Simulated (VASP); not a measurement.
# Cl2 in VASP: notebook

Cl2 is run at these levels: PBE; tasks: single point.

All numbers are computed with VASP 6.6.1; they aren't measurements. Logs are shortened: lines on timing, memory, paths and dates and some standing lists are left out, and cuts for length are marked.

### Step 1. The cell of the first run

The cell holds a molecule in a box, 2 atoms: a = 12.000 Å, b = 12.200 Å, c = 12.400 Å, α = 90.00°, β = 90.00°, γ = 90.00°.

### Step 2. Single point, PBE, non-collinear spin, zero start, spin-orbit coupling

INCAR reads:

```
ALGO = Normal
EDIFF = 1E-6
ENCUT = 400
GGA = PE
GGA_COMPAT = F
ISIF = 2
ISMEAR = 0
LASPH = T
LCHARG = T
LORBIT = 11
LORBMOM = T
LREAL = F
LSORBIT = T
LVHAR = T
LWAVE = F
MAGMOM = 0 0 0 0 0 0
NBANDS = 26
NELM = 200
NELMDL = -8
PREC = Accurate
SIGMA = 0.01
```

KPOINTS reads:

```
k-points
0
Gamma
  1 1 1
```

POSCAR reads:

```
Cl
1.0
   12.0000000000      0.0000000000      0.0000000000
    0.0000000000     12.2000000000      0.0000000000
    0.0000000000      0.0000000000     12.4000000000
Cl
2
Direct
    0.5000000000      0.5000000000      0.4191929479
    0.5000000000      0.5000000000      0.5808070521
```

Potentials or basis: VASP PAW PBE potentials, release 64 (Cl).

Launch:

```console
$ cat potpaw_PBE.64/Cl/POTCAR > POTCAR
$ mpirun -np 1 vasp_ncl > vasp.out
```

OUTCAR:

```text
EDIFF = 1E-6
   ENCUT = 400
   GGA = PE
   ISIF = 2
   ISMEAR = 0
   LASPH = T
   LORBIT = 11
   LREAL = F
   LSORBIT = T
   NELM = 200
   NELMDL = -8
   PREC = Accurate

 ion  position               nearest neighbor table
   1  0.500  0.500  0.419-   2 2.00
   2  0.500  0.500  0.581-   1 2.00

  LATTYP: Found a simple orthorhombic cell.
 ALAT       =    12.0000000000
 B/A-ratio  =     1.0166666667
 C/A-ratio  =     1.0333333333

  Lattice vectors:

 A1 = (  12.0000000000,   0.0000000000,   0.0000000000)
 A2 = (   0.0000000000,  12.2000000000,   0.0000000000)
 A3 = (   0.0000000000,   0.0000000000,  12.4000000000)

Analysis of symmetry for initial positions (statically):
=====================================================================
 Subroutine PRICEL returns:
 Original cell was already a primitive cell.

 Routine SETGRP: Setting up the symmetry group for a
 simple orthorhombic supercell.

 Subroutine GETGRP returns: Found  8 space group operations
 (whereof  8 operations were pure point group operations)
 out of a pool of  8 trial point group operations.

The static configuration has the point symmetry D_2h.

Analysis of symmetry for dynamics (positions and initial velocities):
=====================================================================
 Subroutine PRICEL returns:
 Original cell was already a primitive cell.

 Routine SETGRP: Setting up the symmetry group for a
 simple orthorhombic supercell.

 Subroutine GETGRP returns: Found  8 space group operations
 (whereof  8 operations were pure point group operations)
 out of a pool of  8 trial point group operations.

The dynamic configuration has the point symmetry D_2h.

Analysis of structural, dynamic, and magnetic symmetry:
=====================================================================
 Subroutine PRICEL returns:
 Original cell was already a primitive cell.

 Routine SETGRP: Setting up the symmetry group for a
 simple orthorhombic supercell.

 Subroutine GETGRP returns: Found  8 space group operations
 (whereof  8 operations were pure point group operations)
 out of a pool of  8 trial point group operations.

The overall configuration has the point symmetry D_2h.

 Subroutine INISYM returns: Found  8 space group operations
 (whereof  8 operations are pure point group operations),
 and found     1 'primitive' translations

----------------------------------------------------------------------------------------

                                     Primitive cell

  volume of cell :    1815.3600

  direct lattice vectors                    reciprocal lattice vectors
    12.000000000  0.000000000  0.000000000     0.083333333  0.000000000  0.000000000
     0.000000000 12.200000000  0.000000000     0.000000000  0.081967213  0.000000000
     0.000000000  0.000000000 12.400000000     0.000000000  0.000000000  0.080645161

  length of vectors
    12.000000000 12.200000000 12.400000000     0.083333333  0.081967213  0.080645161

  position of ions in fractional coordinates (direct lattice)
     0.500000000  0.500000000  0.419192948
     0.500000000  0.500000000  0.580807052

  ion indices of the primitive-cell ions
   primitive index   ion index
                 1           1
                 2           2

----------------------------------------------------------------------------------------

 KPOINTS: k-points

Automatic generation of k-mesh.
 Grid dimensions read from file:
 generate k-points for:    1    1    1

 Generating k-lattice:

  Cartesian coordinates                     Fractional coordinates (reciprocal lattice)
     0.083333333  0.000000000  0.000000000     1.000000000  0.000000000  0.000000000
     0.000000000  0.081967213  0.000000000     0.000000000  1.000000000  0.000000000
     0.000000000  0.000000000  0.080645161     0.000000000  0.000000000  1.000000000

  Length of vectors
     0.083333333  0.081967213  0.080645161

  Shift w.r.t. Gamma in fractional coordinates (k-lattice)
     0.000000000  0.000000000  0.000000000

 Subroutine IBZKPT returns following result:
 ===========================================

 Found      1 irreducible k-points:

 Following reciprocal coordinates:
            Coordinates               Weight
  0.000000  0.000000  0.000000      1.000000
   k-points           NKPTS =      1   k-points in BZ     NKDIM =      1   number of bands    NBANDS=     26
   number of dos      NEDOS =    301   number of ions     NIONS =      2
   total plane-waves  NPLWV = 537600
   dimension x,y,z NGX =    80 NGY =   80 NGZ =   84
   dimension x,y,z NGXF=   160 NGYF=  160 NGZF=  168
   ions per type =               2
   NGX,Y,Z   is equivalent  to a cutoff of  11.08, 10.90, 11.26 a.u.
   NGXF,Y,Z  is equivalent  to a cutoff of  22.17, 21.80, 22.52 a.u.
 SYSTEM =  unknown system
   PREC   = accura    normal or accurate (medium, high low for compatibility)
   ISTART =      0    job   : 0-new  1-cont  2-samecut
   ICHARG =      2    charge: 1-file 2-atom 10-const
   ISPIN  =      1    spin polarized calculation?
   LNONCOLLINEAR =      T non collinear calculations
   LSORBIT =      T    spin-orbit coupling
   LASPH  =      T    aspherical Exc in radial PAW
   ENCUT  =  400.0 eV  29.40 Ry    5.42 a.u.  19.57 19.90 20.22*2*pi/ulx,y,z
   NELM   =    200;   NELMIN=  2; NELMDL= -8     # of ELM steps
   EDIFF  = 0.1E-05   stopping-criterion for ELM
   LREAL  =      F    real-space projection
   EDIFFG = 0.1E-04   stopping-criterion for IOM
   NSW    =      0    number of steps for IOM
   IBRION =     -1    ionic relax: 0-MD 1-quasi-New 2-CG
   NFREE  =      0    steps in history (QN), initial steepest desc. (CG)
   ISIF   =      2    stress and relaxation
   ISYM   =      2    0-nonsym 1-usesym 2-fastsym
   POTIM  = 0.5000    time-step for ionic-motion
   TEBEG  =    0.0;   TEEND  =   0.0 temperature during run
   PSTRESS=    0.0 pullay stress
   NELECT =      14.0000    total number of electrons
   NUPDOWN=      -1.0000    fix difference up-down
   EMIN   =  10.00;   EMAX   =-10.00  energy-range for DOS
   EFERMI =   0.00;   METHOD = LEGACY
   ISMEAR =     0;   SIGMA  =   0.01  broadening in eV -4-tet -1-fermi 0-gaus
   EFERMI_NEDOS =   21; number of points for ismear=-14 and -15
   IALGO  =     38    algorithm
   IMIX   =      4    mixing-type and parameters
     AMIX     =   0.40;   BMIX     =  1.00
     AMIX_MAG =   1.60;   BMIX_MAG =  1.00
  volume/ion in A,a.u.               =     907.68      6125.33
  Fermi-wavevector in a.u.,A,eV,Ry     =   0.323442  0.611217  1.423371  0.104615
  Thomas-Fermi vector in A             =   1.212697
   LORBIT       =     11    0 simple, 1 ext, 2 COOP (PROOUT), +10 PAW based schemes
   GGA     = PE    functional components
   LHFCALC =     F    Hartree Fock is set to
   AEXX    =    0.0000 exact exchange contribution
   IVDW    =     0    specifies the selected vdW correction
   LEPSILON=     F    determine dielectric tensor
   LRPA    =     F    only Hartree local field effects (RPA)
 Gauss-broadening in eV      SIGMA  =   0.01
  energy-cutoff  :      400.00
  volume of cell :     1815.36
 maximum number of plane-waves:     65898
 NGX is ok and might be reduce to    80
   NGX = 39   NGY = 39   NGZ = 41

 number of electron      13.9999991 magnetization      -0.0000000     -0.0000000     -0.0000000

 number of electron      13.9999991 magnetization       0.0000000     -0.0000000     -0.0000000

 number of electron      13.9999991 magnetization       0.0000000      0.0000000      0.0000000

 number of electron      13.9999991 magnetization      -0.0000000      0.0000000      0.0000000

 Free energy of the ion-electron system (eV)
  ---------------------------------------------------
  ext. energy  EPLUGINS =         0.00000000
  ---------------------------------------------------
  free energy    TOTEN  =        -3.60075231 eV

  energy without entropy =       -3.60075231  energy(sigma->0) =       -3.60075231

 E-fermi :  -7.0280     XC(G=0):  -0.5368

 val. band max:       -7.0770704291   @ k =   0.0000   0.0000   0.0000
 cond. band min:      -4.1257475115   @ k =   0.0000   0.0000   0.0000
 fundamental gap:      2.9513229176
 Fermi energy:        -7.0280218307

 k-point     1 :       0.0000    0.0000    0.0000
  band No.  band energies     occupation
      1     -23.2721      1.00000
      2     -23.2721      1.00000
      3     -19.1220      1.00000
      4     -19.1220      1.00000
      5     -11.7506      1.00000
      6     -11.7506      1.00000
      7      -9.7680      1.00000
      8      -9.7680      1.00000
      9      -9.6924      1.00000
     10      -9.6924      1.00000
     11      -7.1654      1.00000
     12      -7.1654      1.00000
     13      -7.0771      1.00000
     14      -7.0771      1.00000
     15      -4.1257      0.00000
     16      -4.1257      0.00000
     17      -0.3288      0.00000
     18      -0.3288      0.00000
     19       0.6580      0.00000
     20       0.6580      0.00000
     21       0.7397      0.00000
     22       0.7397      0.00000
     23       0.7976      0.00000
     24       0.7976      0.00000
     25       0.8229      0.00000
     26       0.8229      0.00000

------------------------ aborting loop because EDIFF is reached ----------------------------------------

  FORCE on cell =-STRESS in cart. coord.  units (eV):
  Direction    XX          YY          ZZ          XY          YZ          ZX
  --------------------------------------------------------------------------------------
  -------------------------------------------------------------------------------------
  Total       -0.0232494     -0.0226752     -0.4069245     -0.0000000      0.0000000      0.0000000
  in kB       -0.0205191     -0.0200124     -0.3591383     -0.0000000      0.0000000      0.0000000
  external PRESSURE =      -0.1332233 kB  Pullay stress =       0.0000000 kB

 VOLUME and BASIS-vectors are now :
 -----------------------------------------------------------------------------
  energy-cutoff  :      400.00
  volume of cell :     1815.36
      direct lattice vectors                 reciprocal lattice vectors
    12.000000000  0.000000000  0.000000000     0.083333333  0.000000000  0.000000000
     0.000000000 12.200000000  0.000000000     0.000000000  0.081967213  0.000000000
     0.000000000  0.000000000 12.400000000     0.000000000  0.000000000  0.080645161

 POSITION                                       TOTAL-FORCE (eV/Angst)
 -----------------------------------------------------------------------------------
      6.00000      6.10000      5.19799         0.000000     -0.000000      0.188405
      6.00000      6.10000      7.20201         0.000000      0.000000     -0.188405
 -----------------------------------------------------------------------------------
    total drift:                                0.000000     -0.000000     -0.000000

  FREE ENERGIE OF THE ION-ELECTRON SYSTEM (eV)
  ---------------------------------------------------
  free  energy   TOTEN  =        -3.6007523100 eV

  energy  without entropy=       -3.6007523100  energy(sigma->0) =       -3.60075231

 orbital moment (x)

 # of ion     p       tot
 --------------------------------
  1         0.000   0.000
  2         0.000   0.000
 --------------------------------
            0.000   0.000

 orbital moment (y)

 # of ion     p       tot
 --------------------------------
  1         0.000   0.000
  2         0.000   0.000
 --------------------------------
            0.000   0.000

 orbital moment (z)

 # of ion     p       tot
 --------------------------------
  1         0.000   0.000
  2         0.000   0.000
 --------------------------------
            0.000   0.000

 Spin-Orbit-Coupling matrix elements

 Ion:    1  E_soc:     -0.0033734
 l=   1
     0.0000000    -0.0006131    -0.0004605
    -0.0006131     0.0000000    -0.0006131
    -0.0004605    -0.0006131     0.0000000
 l=   2
     0.0000000     0.0000000     0.0000000     0.0000000     0.0000000
     0.0000000     0.0000000     0.0000000     0.0000000     0.0000000
     0.0000000     0.0000000     0.0000000     0.0000000     0.0000000
     0.0000000     0.0000000     0.0000000     0.0000000     0.0000000
     0.0000000     0.0000000     0.0000000     0.0000000     0.0000000
 l=   3
     0.0000000     0.0000000     0.0000000     0.0000000     0.0000000     0.0000000     0.0000000
     0.0000000     0.0000000     0.0000000     0.0000000     0.0000000     0.0000000     0.0000000
     0.0000000     0.0000000     0.0000000     0.0000000     0.0000000     0.0000000     0.0000000
     0.0000000     0.0000000     0.0000000     0.0000000     0.0000000     0.0000000     0.0000000
     0.0000000     0.0000000     0.0000000     0.0000000     0.0000000     0.0000000     0.0000000
     0.0000000     0.0000000     0.0000000     0.0000000     0.0000000     0.0000000     0.0000000
     0.0000000     0.0000000     0.0000000     0.0000000     0.0000000     0.0000000     0.0000000

 Ion:    2  E_soc:     -0.0033734
 l=   1
     0.0000000    -0.0006131    -0.0004605
    -0.0006131     0.0000000    -0.0006131
    -0.0004605    -0.0006131     0.0000000
 l=   2
     0.0000000     0.0000000     0.0000000     0.0000000     0.0000000
     0.0000000     0.0000000     0.0000000     0.0000000     0.0000000
     0.0000000     0.0000000     0.0000000     0.0000000     0.0000000
     0.0000000     0.0000000     0.0000000     0.0000000     0.0000000
     0.0000000     0.0000000     0.0000000     0.0000000     0.0000000
 l=   3
     0.0000000     0.0000000     0.0000000     0.0000000     0.0000000     0.0000000     0.0000000
     0.0000000     0.0000000     0.0000000     0.0000000     0.0000000     0.0000000     0.0000000
     0.0000000     0.0000000     0.0000000     0.0000000     0.0000000     0.0000000     0.0000000
     0.0000000     0.0000000     0.0000000     0.0000000     0.0000000     0.0000000     0.0000000
     0.0000000     0.0000000     0.0000000     0.0000000     0.0000000     0.0000000     0.0000000
     0.0000000     0.0000000     0.0000000     0.0000000     0.0000000     0.0000000     0.0000000
     0.0000000     0.0000000     0.0000000     0.0000000     0.0000000     0.0000000     0.0000000

 total charge

# of ion       s       p       d       tot
------------------------------------------
    1        1.615   3.385   0.000   4.999
    2        1.615   3.385   0.000   4.999
--------------------------------------------------
tot          3.230   6.769   0.000   9.999

 magnetization (x)

# of ion       s       p       d       tot
------------------------------------------
    1        0.000   0.000   0.000   0.000
    2        0.000   0.000   0.000   0.000
--------------------------------------------------
tot          0.000   0.000   0.000   0.000

 magnetization (y)

# of ion       s       p       d       tot
------------------------------------------
    1        0.000   0.000   0.000   0.000
    2        0.000   0.000   0.000   0.000
--------------------------------------------------
tot          0.000   0.000   0.000   0.000

 magnetization (z)

# of ion       s       p       d       tot
------------------------------------------
    1       -0.000  -0.000   0.000  -0.000
    2       -0.000  -0.000   0.000  -0.000
--------------------------------------------------
tot         -0.000  -0.000   0.000  -0.000
```

It took 8.2 min on 1 thread of AMD EPYC 7R43 (Zen 3), shared host; peak memory 2.8 GiB.

What came out:

* Free energy: -3.6008 eV
* Largest force: 0.188 eV/Å
* Net moment: 0.00 μB per cell
* Valence electrons inside the program's atomic spheres: Cl 5.00

Forces on the atoms (eV/Å):
```
Cl   0.000  0.000  0.188
Cl   0.000  0.000 -0.188
```

Moments on the atoms (μB; x, y, z):
```
Cl  0.00 0.00 0.00
Cl  0.00 0.00 0.00
```

### Step 3. Single point, PBE, non-collinear spin, zero start, spin-orbit coupling

INCAR reads:

```
SYSTEM = Cl
PREC = Accurate
ENCUT = 400
EDIFF = 1E-6
ISMEAR = 0
SIGMA = 0.01
LREAL = .FALSE.
LASPH = .TRUE.
NELM = 200
ALGO = Normal
ISIF = 2
LWAVE = .FALSE.
LCHARG = .FALSE.
MAGMOM = 0 0 0 0 0 0
LORBIT = 11
LSORBIT = .TRUE.
GGA_COMPAT = .FALSE.
LORBMOM = .TRUE.
GGA = PE
NBANDS = 26
NELMDL = -8
```

KPOINTS reads:

```
Automatic mesh
0
G
  1 1 1
  0 0 0
```

POSCAR is that of step 2.

Potentials or basis: VASP PAW PBE potentials, release 64 (Cl).

Launch:

```console
$ cat potpaw_PBE.64/Cl/POTCAR > POTCAR
$ mpirun -np 1 vasp_ncl > vasp.out
```

OUTCAR:

```text
SYSTEM = Cl
   PREC = Accurate
   ENCUT = 400
   EDIFF = 1E-6
   ISMEAR = 0
   LREAL = .FALSE.
   LASPH = .TRUE.
   NELM = 200
   ISIF = 2
   LORBIT = 11
   LSORBIT = .TRUE.
   GGA = PE
   NELMDL = -8

 ion  position               nearest neighbor table
   1  0.500  0.500  0.419-   2 2.00
   2  0.500  0.500  0.581-   1 2.00

  LATTYP: Found a simple orthorhombic cell.
 ALAT       =    12.0000000000
 B/A-ratio  =     1.0166666667
 C/A-ratio  =     1.0333333333

  Lattice vectors:

 A1 = (  12.0000000000,   0.0000000000,   0.0000000000)
 A2 = (   0.0000000000,  12.2000000000,   0.0000000000)
 A3 = (   0.0000000000,   0.0000000000,  12.4000000000)

Analysis of symmetry for initial positions (statically):
=====================================================================
 Subroutine PRICEL returns:
 Original cell was already a primitive cell.

 Routine SETGRP: Setting up the symmetry group for a
 simple orthorhombic supercell.

[... 270 lines left out ...]
 l=   3
     0.0000000     0.0000000     0.0000000     0.0000000     0.0000000     0.0000000     0.0000000
     0.0000000     0.0000000     0.0000000     0.0000000     0.0000000     0.0000000     0.0000000
     0.0000000     0.0000000     0.0000000     0.0000000     0.0000000     0.0000000     0.0000000
     0.0000000     0.0000000     0.0000000     0.0000000     0.0000000     0.0000000     0.0000000
     0.0000000     0.0000000     0.0000000     0.0000000     0.0000000     0.0000000     0.0000000
     0.0000000     0.0000000     0.0000000     0.0000000     0.0000000     0.0000000     0.0000000
     0.0000000     0.0000000     0.0000000     0.0000000     0.0000000     0.0000000     0.0000000

 Ion:    2  E_soc:     -0.0033734
 l=   1
     0.0000000    -0.0006131    -0.0004605
    -0.0006131     0.0000000    -0.0006131
    -0.0004605    -0.0006131     0.0000000
 l=   2
     0.0000000     0.0000000     0.0000000     0.0000000     0.0000000
     0.0000000     0.0000000     0.0000000     0.0000000     0.0000000
     0.0000000     0.0000000     0.0000000     0.0000000     0.0000000
     0.0000000     0.0000000     0.0000000     0.0000000     0.0000000
     0.0000000     0.0000000     0.0000000     0.0000000     0.0000000
 l=   3
     0.0000000     0.0000000     0.0000000     0.0000000     0.0000000     0.0000000     0.0000000
     0.0000000     0.0000000     0.0000000     0.0000000     0.0000000     0.0000000     0.0000000
     0.0000000     0.0000000     0.0000000     0.0000000     0.0000000     0.0000000     0.0000000
     0.0000000     0.0000000     0.0000000     0.0000000     0.0000000     0.0000000     0.0000000
     0.0000000     0.0000000     0.0000000     0.0000000     0.0000000     0.0000000     0.0000000
     0.0000000     0.0000000     0.0000000     0.0000000     0.0000000     0.0000000     0.0000000
     0.0000000     0.0000000     0.0000000     0.0000000     0.0000000     0.0000000     0.0000000

 total charge

# of ion       s       p       d       tot
------------------------------------------
    1        1.615   3.385   0.000   4.999
    2        1.615   3.385   0.000   4.999
--------------------------------------------------
tot          3.230   6.769   0.000   9.999

 magnetization (x)

# of ion       s       p       d       tot
------------------------------------------
    1        0.000   0.000   0.000   0.000
    2        0.000   0.000   0.000   0.000
--------------------------------------------------
tot          0.000   0.000   0.000   0.000

 magnetization (y)

# of ion       s       p       d       tot
------------------------------------------
    1        0.000   0.000   0.000   0.000
    2        0.000   0.000   0.000   0.000
--------------------------------------------------
tot          0.000   0.000   0.000   0.000

 magnetization (z)

# of ion       s       p       d       tot
------------------------------------------
    1       -0.000  -0.000   0.000  -0.000
    2       -0.000  -0.000   0.000  -0.000
--------------------------------------------------
tot         -0.000  -0.000   0.000  -0.000
```

Run time: 6.9 min. Hardware: 1 thread of AMD EPYC 7R43 (Zen 3), shared host; peak memory 2.8 GiB.

What came out:

```
Free energy                                           : -3.6008 eV
Largest force                                         : 0.188 eV/Å
Net moment                                            : 0.00 μB per cell
Valence electrons inside the program's atomic spheres : Cl 5.00
```

Forces in eV/Å, atoms in the order of the input:
```
Cl   0.000  0.000  0.188
Cl   0.000  0.000 -0.188
```

Moments on the atoms (μB; x, y, z):
```
Cl  0.00 0.00 0.00
Cl  0.00 0.00 0.00
```
